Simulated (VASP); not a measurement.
# Ti3H in VASP: a series of runs

Runs on Ti3H. Level: PBE. Tasks: single point.

Everything below comes from runs of VASP 6.6.1. Logs are shortened: lines on timing, memory, paths and dates and some standing lists are left out, and cuts for length are marked.

### Step 1. The cell of the first run

The cell holds a slab with vacuum, 4 atoms: a = 2.819 Å, b = 2.819 Å, c = 21.326 Å, α = 90.00°, β = 90.00°, γ = 109.47°.

### Step 2. Single point, PBE

Input file INCAR:

```
PREC = Accurate ; ENCUT = 520
EDIFF = 1E-7 ; ISMEAR = 0
SIGMA = 0.1 ; LREAL = False
LASPH = True ; NELM = 60
ALGO = Normal ; ISIF = 2
LWAVE = False ; LCHARG = False
LDIPOL = True ; IDIPOL = 3
DIPOL = 0.5 0.5 0.343 ; GGA = PE
NBANDS = 26
```

Input file KPOINTS:

```
Automatic mesh
0
Gamma
  10 10 1
```

Input file POSCAR:

```
Ti3H
1.0
    2.8193504947      0.0000000000      0.0000000000
   -0.9397834982      2.6581091378      0.0000000000
    0.0000000000      0.0000000000     21.3259744853
Ti H
3 1
Direct
    0.5000000000      0.5000000000      0.1875646997
    0.0000000000      0.0000000000      0.2892724347
    0.5000000000      0.5000000000      0.3904147260
    0.8333333333      0.8333333333      0.5062359281
```

Potentials or basis: VASP PAW PBE potentials, release 64 (Ti_sv, H).

Launch:

```bash
cat potpaw_PBE.64/Ti_sv/POTCAR potpaw_PBE.64/H/POTCAR > POTCAR
mpirun -np 1 vasp_std > vasp.out
```

OUTCAR:

```text
PREC = Accurate
   ENCUT = 520
   EDIFF = 1E-7
   ISMEAR = 0
   LREAL = False
   LASPH = True
   NELM = 60
   ISIF = 2
   GGA = PE

 ion  position               nearest neighbor table
   1  0.500  0.500  0.188-   2 2.71   2 2.71
   2  0.000  0.000  0.289-   3 2.70   3 2.70   1 2.71   1 2.71
   3  0.500  0.500  0.390-   2 2.70   2 2.70
   4  0.833  0.833  0.506-

  LATTYP: Found a base centered orthorhombic cell.
 ALAT       =     3.2555055341
 B/A-ratio  =     1.4142135624
 C/A-ratio  =     6.5507412786

  Lattice vectors:

 A1 = (   2.8193504947,   0.0000000000,   0.0000000000)
 A2 = (  -0.9397834982,   2.6581091378,   0.0000000000)
 A3 = (   0.0000000000,   0.0000000000,  21.3259744853)

Analysis of symmetry for initial positions (statically):
=====================================================================
 Subroutine PRICEL returns:
 Original cell was already a primitive cell.

 Routine SETGRP: Setting up the symmetry group for a
 base centered orthorhombic supercell.

 Subroutine GETGRP returns: Found  2 space group operations
 (whereof  2 operations were pure point group operations)
 out of a pool of  8 trial point group operations.

The static configuration has the point symmetry C_1h.

Analysis of symmetry for dynamics (positions and initial velocities):
=====================================================================
 Subroutine PRICEL returns:
 Original cell was already a primitive cell.

 Routine SETGRP: Setting up the symmetry group for a
 base centered orthorhombic supercell.

 Subroutine GETGRP returns: Found  2 space group operations
 (whereof  2 operations were pure point group operations)
 out of a pool of  8 trial point group operations.

The dynamic configuration has the point symmetry C_1h.

 Subroutine INISYM returns: Found  2 space group operations
 (whereof  2 operations are pure point group operations),
 and found     1 'primitive' translations

----------------------------------------------------------------------------------------

                                     Primitive cell

  volume of cell :     159.8199

  direct lattice vectors                    reciprocal lattice vectors
     2.819350495  0.000000000  0.000000000     0.354691622  0.125402426  0.000000000
    -0.939783498  2.658109138  0.000000000     0.000000000  0.376207277  0.000000000
     0.000000000  0.000000000 21.325974485     0.000000000  0.000000000  0.046891175

[... 93 lines left out ...]
   ISIF   =      2    stress and relaxation
   ISYM   =      2    0-nonsym 1-usesym 2-fastsym
   POTIM  = 0.5000    time-step for ionic-motion
   TEBEG  =    0.0;   TEEND  =   0.0 temperature during run
   PSTRESS=    0.0 pullay stress
   NELECT =      37.0000    total number of electrons
   NUPDOWN=      -1.0000    fix difference up-down
   EMIN   =  10.00;   EMAX   =-10.00  energy-range for DOS
   EFERMI =   0.00;   METHOD = LEGACY
   ISMEAR =     0;   SIGMA  =   0.10  broadening in eV -4-tet -1-fermi 0-gaus
   EFERMI_NEDOS =   21; number of points for ismear=-14 and -15
   IALGO  =     38    algorithm
   IMIX   =      4    mixing-type and parameters
     AMIX     =   0.40;   BMIX     =  1.00
     AMIX_MAG =   1.60;   BMIX_MAG =  1.00
  volume/ion in A,a.u.               =      39.95       269.63
  Fermi-wavevector in a.u.,A,eV,Ry     =   1.005229  1.899608 13.748497  1.010486
  Thomas-Fermi vector in A             =   2.137895
   LORBIT       =      0    0 simple, 1 ext, 2 COOP (PROOUT), +10 PAW based schemes
   GGA     = PE    functional components
   LHFCALC =     F    Hartree Fock is set to
   AEXX    =    0.0000 exact exchange contribution
   IVDW    =     0    specifies the selected vdW correction
   LEPSILON=     F    determine dielectric tensor
   LRPA    =     F    only Hartree local field effects (RPA)
 non-spin polarized calculation
 Gauss-broadening in eV      SIGMA  =   0.10
  energy-cutoff  :      520.00
  volume of cell :      159.82
 maximum number of plane-waves:      4347
 NGX is ok and might be reduce to    24
   NGX = 11   NGY = 11   NGZ = 79

 dipolmoment           0.000000      0.000000     -0.007169 electrons x Angstroem

 number of electron      36.9999990 magnetization

 dipolmoment           0.000000      0.000000      0.072045 electrons x Angstroem

 Free energy of the ion-electron system (eV)
  ---------------------------------------------------
  ext. energy  EPLUGINS =         0.00000000
  ---------------------------------------------------
  free energy    TOTEN  =       -23.66641454 eV

  energy without entropy =      -23.62209335  energy(sigma->0) =      -23.64425394

 E-fermi :  -0.6615     XC(G=0):  -5.0098

 val. band max:       -0.6628468054   @ k =   0.1000   0.0000   0.0000
 cond. band min:      -0.6598983736   @ k =   0.2000   0.0000   0.0000
 fundamental gap:      0.0029484318
 Fermi energy:        -0.6615312017

 k-point     1 :       0.0000    0.0000    0.0000
  band No.  band energies     occupation
      1     -57.4855      2.00000
      2     -57.2940      2.00000
      3     -56.9059      2.00000
      4     -33.9027      2.00000
      5     -33.6625      2.00000
      6     -33.4783      2.00000
[... 685 lines left out ...]
     25       2.1557      0.00000
     26       2.2540      0.00000

 [... further k-points ...]

------------------------ aborting loop because EDIFF is reached ----------------------------------------

 vacuum level on the upper side and lower side of the slab       (xc-potential included)         0.798        -0.962

  FORCE on cell =-STRESS in cart. coord.  units (eV):
  Direction    XX          YY          ZZ          XY          YZ          ZX
  --------------------------------------------------------------------------------------
  -------------------------------------------------------------------------------------
  Total       -1.2126174     -0.6996837     -3.6290925      0.7253977      0.1456685      0.1030033
  in kB      -12.1563616     -7.0142556    -36.3812704      7.2720360      1.4603114      1.0325971
  external PRESSURE =     -18.5172959 kB  Pullay stress =       0.0000000 kB

 VOLUME and BASIS-vectors are now :
 -----------------------------------------------------------------------------
  energy-cutoff  :      520.00
  volume of cell :      159.82
      direct lattice vectors                 reciprocal lattice vectors
     2.819350495  0.000000000  0.000000000     0.354691622  0.125402426  0.000000000
    -0.939783498  2.658109138  0.000000000     0.000000000  0.376207277  0.000000000
     0.000000000  0.000000000 21.325974485     0.000000000  0.000000000  0.046891175

 POSITION                                       TOTAL-FORCE (eV/Angst)
 -----------------------------------------------------------------------------------
      0.93978      1.32905      4.00000        -0.001840     -0.002601     -0.014936
      0.00000      0.00000      6.16902         0.030954      0.043775     -0.166343
      0.93978      1.32905      8.32597        -0.094637     -0.133837      1.813303
      1.56631      2.21509     10.79597         0.065523      0.092663     -1.632024
 -----------------------------------------------------------------------------------
    total drift:                                0.000001      0.000001     -0.000077

  FREE ENERGIE OF THE ION-ELECTRON SYSTEM (eV)
  ---------------------------------------------------
  free  energy   TOTEN  =       -23.6664145391 eV

  energy  without entropy=      -23.6220933498  energy(sigma->0) =      -23.64425394

 vacuum level on the upper side and lower side of the slab         5.319         3.524
```

OSZICAR:

```text
N       E                     dE             d eps       ncg     rms          rms(c)
DAV:   1     0.410435331852E+03    0.41044E+03   -0.20200E+04  1812   0.138E+03
DAV:   2     0.253650909067E+02   -0.38507E+03   -0.37876E+03  1760   0.437E+02
DAV:   3    -0.206218372861E+02   -0.45987E+02   -0.45199E+02  3068   0.132E+02
[... 22 lines left out ...]
DAV:  26    -0.236664092392E+02   -0.31232E-05   -0.75075E-07  1656   0.427E-03    0.189E-03
DAV:  27    -0.236664116225E+02   -0.23832E-05   -0.25866E-07  1254   0.209E-03    0.100E-03
DAV:  28    -0.236664136372E+02   -0.20147E-05   -0.20386E-07  1312   0.273E-03    0.105E-03
DAV:  29    -0.236664142376E+02   -0.60040E-06   -0.51533E-08  1106   0.188E-03    0.444E-04
DAV:  30    -0.236664144581E+02   -0.22056E-06   -0.32864E-08  1032   0.976E-04    0.137E-04
DAV:  31    -0.236664145391E+02   -0.80962E-07   -0.73287E-09   958   0.518E-04
   1 F= -.23666415E+02 E0= -.23644254E+02  d E =-.443212E-01
```

stdout:

```text
POSCAR found type information on POSCAR TiH
 POSCAR found :  2 types and       4 ions
 scaLAPACK will be used
 LDA part: xc-table for (Slater+PW92), standard interpolation
 POSCAR, INCAR and KPOINTS ok, starting setup
 FFT: planning ... GRIDC
 FFT: planning ... GRID_SOFT
 FFT: planning ... GRID
 WAVECAR not read
 entering main loop
```

Wall time 3.3 min (1 thread of Intel Xeon Platinum 8488C (Sapphire Rapids), shared host); peak memory 0.34 GiB.

What came out:

* Free energy: -23.6664 eV
* Largest force: 1.821 eV/Å
* Band gap on the k mesh: zero (an odd number of electrons rules out a gap without spin polarisation)

Forces in eV/Å, atoms in the order of the input:
```
Ti  -0.002 -0.003 -0.015
Ti   0.031  0.044 -0.166
Ti  -0.095 -0.134  1.813
H    0.066  0.093 -1.632
```

Levels at points of the mesh, in eV from the Fermi level:
| k point | band 15 | band 16 | band 17 | band 18 | band 19 | band 20 | band 21 | band 22 | band 23 | band 24 |
| --- | --- | --- | --- | --- | --- | --- | --- | --- | --- | --- |
| (0.00, 0.00, 0.00) | -3.00 | -2.30 | -0.43 | -0.01 | 0.05 | 0.91 | 1.05 | 1.09 | 1.11 | 2.27 |
| (0.50, 0.00, 0.00) | -1.59 | -1.01 | -0.36 | -0.31 | -0.11 | 0.17 | 0.92 | 1.86 | 2.38 | 2.54 |
| (0.50, 0.50, 0.00) | -1.88 | -1.62 | -0.84 | -0.23 | 0.54 | 1.24 | 1.27 | 2.08 | 2.27 | 2.65 |

### Step 3. Single point, PBE

Input file INCAR:

```
SYSTEM = Ti3H
PREC = Accurate ; ENCUT = 520
EDIFF = 1E-6 ; ISMEAR = 0
SIGMA = 0.1 ; LREAL = .FALSE.
LASPH = .TRUE. ; NELM = 80
ALGO = Normal ; ISIF = 2
LWAVE = .FALSE. ; LCHARG = .FALSE.
LDIPOL = .TRUE. ; IDIPOL = 3
DIPOL = 0.5 0.5 0.357 ; GGA = PE
NBANDS = 26
```

Input file KPOINTS:

```
Automatic mesh
0
G
  10 10 1
  0 0 0
```

POSCAR: that of step 2 with these lines changed.

```diff
@@ -11,2 +11,2 @@
     0.5000000000      0.5000000000      0.3904147260
-    0.8333333333      0.8333333333      0.5062359281
+    0.8333333333      0.8333333333      0.5625053380
```

Potentials or basis: VASP PAW PBE potentials, release 64 (Ti_sv, H).

Launch:

```bash
cat potpaw_PBE.64/Ti_sv/POTCAR potpaw_PBE.64/H/POTCAR > POTCAR
mpirun -np 1 vasp_std > vasp.out
```

OUTCAR:

```text
SYSTEM = Ti3H
   PREC = Accurate
   ENCUT = 520
   EDIFF = 1E-6
   ISMEAR = 0
   LREAL = .FALSE.
   LASPH = .TRUE.
   NELM = 80
   ISIF = 2
   GGA = PE

 ion  position               nearest neighbor table
   1  0.500  0.500  0.188-   2 2.71   2 2.71
   2  0.000  0.000  0.289-   3 2.70   3 2.70   1 2.71   1 2.71
   3  0.500  0.500  0.390-   2 2.70   2 2.70
   4  0.833  0.833  0.563-

  LATTYP: Found a base centered orthorhombic cell.
 ALAT       =     3.2555055341
 B/A-ratio  =     1.4142135624
 C/A-ratio  =     6.5507412786

  Lattice vectors:

 A1 = (   2.8193504947,   0.0000000000,   0.0000000000)
 A2 = (  -0.9397834982,   2.6581091378,   0.0000000000)
 A3 = (   0.0000000000,   0.0000000000,  21.3259744853)

Analysis of symmetry for initial positions (statically):
=====================================================================
 Subroutine PRICEL returns:
 Original cell was already a primitive cell.

 Routine SETGRP: Setting up the symmetry group for a
 base centered orthorhombic supercell.

 Subroutine GETGRP returns: Found  2 space group operations
 (whereof  2 operations were pure point group operations)
 out of a pool of  8 trial point group operations.

The static configuration has the point symmetry C_1h.

Analysis of symmetry for dynamics (positions and initial velocities):
=====================================================================
 Subroutine PRICEL returns:
 Original cell was already a primitive cell.

 Routine SETGRP: Setting up the symmetry group for a
 base centered orthorhombic supercell.

 Subroutine GETGRP returns: Found  2 space group operations
 (whereof  2 operations were pure point group operations)
 out of a pool of  8 trial point group operations.

The dynamic configuration has the point symmetry C_1h.

 Subroutine INISYM returns: Found  2 space group operations
 (whereof  2 operations are pure point group operations),
 and found     1 'primitive' translations

----------------------------------------------------------------------------------------

                                     Primitive cell

  volume of cell :     159.8199

  direct lattice vectors                    reciprocal lattice vectors
     2.819350495  0.000000000  0.000000000     0.354691622  0.125402426  0.000000000
    -0.939783498  2.658109138  0.000000000     0.000000000  0.376207277  0.000000000
     0.000000000  0.000000000 21.325974485     0.000000000  0.000000000  0.046891175

  length of vectors
     2.819350495  2.819350495 21.325974485     0.376207277  0.376207277  0.046891175

  position of ions in fractional coordinates (direct lattice)
     0.500000000  0.500000000  0.187564700
     0.000000000  0.000000000  0.289272435
     0.500000000  0.500000000  0.390414726
     0.833333333  0.833333333  0.562505338

  ion indices of the primitive-cell ions
   primitive index   ion index
                 1           1
                 2           2
                 3           3
                 4           4

----------------------------------------------------------------------------------------

 KPOINTS: Automatic mesh

[... 28 lines left out ...]
  0.400000  0.000000  0.000000      4.000000
  0.500000  0.000000  0.000000      2.000000
[... 16 lines left out ...]
  0.300000  0.300000  0.000000      2.000000
  0.400000  0.300000  0.000000      4.000000
 [... further k-points ...]
   k-points           NKPTS =     31   k-points in BZ     NKDIM =     31   number of bands    NBANDS=     26
   number of dos      NEDOS =    301   number of ions     NIONS =      4
   total plane-waves  NPLWV =  92160
   dimension x,y,z NGX =    24 NGY =   24 NGZ =  160
   dimension x,y,z NGXF=    48 NGYF=   48 NGZF=  320
   ions per type =               3   1
   NGX,Y,Z   is equivalent  to a cutoff of  14.15, 14.15, 12.47 a.u.
   NGXF,Y,Z  is equivalent  to a cutoff of  28.30, 28.30, 24.95 a.u.
 SYSTEM =  Ti3H
   PREC   = accura    normal or accurate (medium, high low for compatibility)
   ISTART =      0    job   : 0-new  1-cont  2-samecut
   ICHARG =      2    charge: 1-file 2-atom 10-const
   ISPIN  =      1    spin polarized calculation?
   LNONCOLLINEAR =      F non collinear calculations
   LSORBIT =      F    spin-orbit coupling
   LASPH  =      T    aspherical Exc in radial PAW
   ENCUT  =  520.0 eV  38.22 Ry    6.18 a.u.   5.24  5.24 39.65*2*pi/ulx,y,z
   NELM   =     80;   NELMIN=  2; NELMDL= -5     # of ELM steps
   EDIFF  = 0.1E-05   stopping-criterion for ELM
   LREAL  =      F    real-space projection
   EDIFFG = 0.1E-04   stopping-criterion for IOM
   NSW    =      0    number of steps for IOM
   IBRION =     -1    ionic relax: 0-MD 1-quasi-New 2-CG
   NFREE  =      0    steps in history (QN), initial steepest desc. (CG)
   ISIF   =      2    stress and relaxation
   ISYM   =      2    0-nonsym 1-usesym 2-fastsym
   POTIM  = 0.5000    time-step for ionic-motion
   TEBEG  =    0.0;   TEEND  =   0.0 temperature during run
   PSTRESS=    0.0 pullay stress
   NELECT =      37.0000    total number of electrons
   NUPDOWN=      -1.0000    fix difference up-down
   EMIN   =  10.00;   EMAX   =-10.00  energy-range for DOS
   EFERMI =   0.00;   METHOD = LEGACY
   ISMEAR =     0;   SIGMA  =   0.10  broadening in eV -4-tet -1-fermi 0-gaus
   EFERMI_NEDOS =   21; number of points for ismear=-14 and -15
   IALGO  =     38    algorithm
   IMIX   =      4    mixing-type and parameters
     AMIX     =   0.40;   BMIX     =  1.00
     AMIX_MAG =   1.60;   BMIX_MAG =  1.00
  volume/ion in A,a.u.               =      39.95       269.63
  Fermi-wavevector in a.u.,A,eV,Ry     =   1.005229  1.899608 13.748497  1.010486
  Thomas-Fermi vector in A             =   2.137895
   LORBIT       =      0    0 simple, 1 ext, 2 COOP (PROOUT), +10 PAW based schemes
   GGA     = PE    functional components
   LHFCALC =     F    Hartree Fock is set to
   AEXX    =    0.0000 exact exchange contribution
   IVDW    =     0    specifies the selected vdW correction
   LEPSILON=     F    determine dielectric tensor
   LRPA    =     F    only Hartree local field effects (RPA)
 non-spin polarized calculation
 Gauss-broadening in eV      SIGMA  =   0.10
  energy-cutoff  :      520.00
  volume of cell :      159.82
 maximum number of plane-waves:      4347
 NGX is ok and might be reduce to    24
   NGX = 11   NGY = 11   NGZ = 79

 dipolmoment           0.000000      0.000000     -0.068736 electrons x Angstroem

 number of electron      36.9999991 magnetization

 dipolmoment           0.000000      0.000000      0.084668 electrons x Angstroem

 Free energy of the ion-electron system (eV)
  ---------------------------------------------------
  ext. energy  EPLUGINS =         0.00000000
  ---------------------------------------------------
  free energy    TOTEN  =       -22.46460074 eV

  energy without entropy =      -22.41772667  energy(sigma->0) =      -22.44116371

 E-fermi :  -0.6953     XC(G=0):  -5.2570

 val. band max:       -0.7075924548   @ k =   0.1000   0.0000   0.0000
 cond. band min:      -0.6854497512   @ k =   0.4000   0.1000   0.0000
 fundamental gap:      0.0221427036
 Fermi energy:        -0.6952694580

 k-point     1 :       0.0000    0.0000    0.0000
  band No.  band energies     occupation
      1     -57.4478      2.00000
      2     -57.3465      2.00000
      3     -56.9299      2.00000
      4     -33.9055      2.00000
      5     -33.7056      2.00000
      6     -33.4583      2.00000
[... 685 lines left out ...]
     25       2.0947      0.00000
     26       2.1302      0.00000

 [... further k-points ...]

------------------------ aborting loop because EDIFF is reached ----------------------------------------

 vacuum level on the upper side and lower side of the slab       (xc-potential included)         0.725        -1.275

  FORCE on cell =-STRESS in cart. coord.  units (eV):
  Direction    XX          YY          ZZ          XY          YZ          ZX
  --------------------------------------------------------------------------------------
  -------------------------------------------------------------------------------------
  Total       -1.7337475     -1.0804689     -1.5019110      0.9238756      0.0369998      0.0261629
  in kB      -17.3806363    -10.8315864    -15.0564995      9.2617552      0.3709192      0.2622798
  external PRESSURE =     -14.4229074 kB  Pullay stress =       0.0000000 kB

 VOLUME and BASIS-vectors are now :
 -----------------------------------------------------------------------------
  energy-cutoff  :      520.00
  volume of cell :      159.82
      direct lattice vectors                 reciprocal lattice vectors
     2.819350495  0.000000000  0.000000000     0.354691622  0.125402426  0.000000000
    -0.939783498  2.658109138  0.000000000     0.000000000  0.376207277  0.000000000
     0.000000000  0.000000000 21.325974485     0.000000000  0.000000000  0.046891175

 POSITION                                       TOTAL-FORCE (eV/Angst)
 -----------------------------------------------------------------------------------
      0.93978      1.32905      4.00000         0.000319      0.000451      0.012530
      0.00000      0.00000      6.16902         0.002792      0.003949     -0.054575
      0.93978      1.32905      8.32597        -0.012259     -0.017336      0.462029
      1.56631      2.21509     11.99597         0.009147      0.012936     -0.419984
 -----------------------------------------------------------------------------------
    total drift:                               -0.000004     -0.000006     -0.000042

  FREE ENERGIE OF THE ION-ELECTRON SYSTEM (eV)
  ---------------------------------------------------
  free  energy   TOTEN  =       -22.4646007436 eV

  energy  without entropy=      -22.4177266683  energy(sigma->0) =      -22.44116371

 vacuum level on the upper side and lower side of the slab         5.485         3.432
```

Run time: 3.1 min. Hardware: 1 thread of Intel Xeon Platinum 8488C (Sapphire Rapids), shared host; peak memory 0.34 GiB.

What came out:

```
Free energy            : -22.4646 eV
Largest force          : 0.463 eV/Å
Band gap on the k mesh : zero (an odd number of electrons rules out a gap without spin polarisation)
```

Forces on the atoms (eV/Å):
```
Ti   0.000  0.000  0.013
Ti   0.003  0.004 -0.055
Ti  -0.012 -0.017  0.462
H    0.009  0.013 -0.420
```

[end of part 1 of 2]
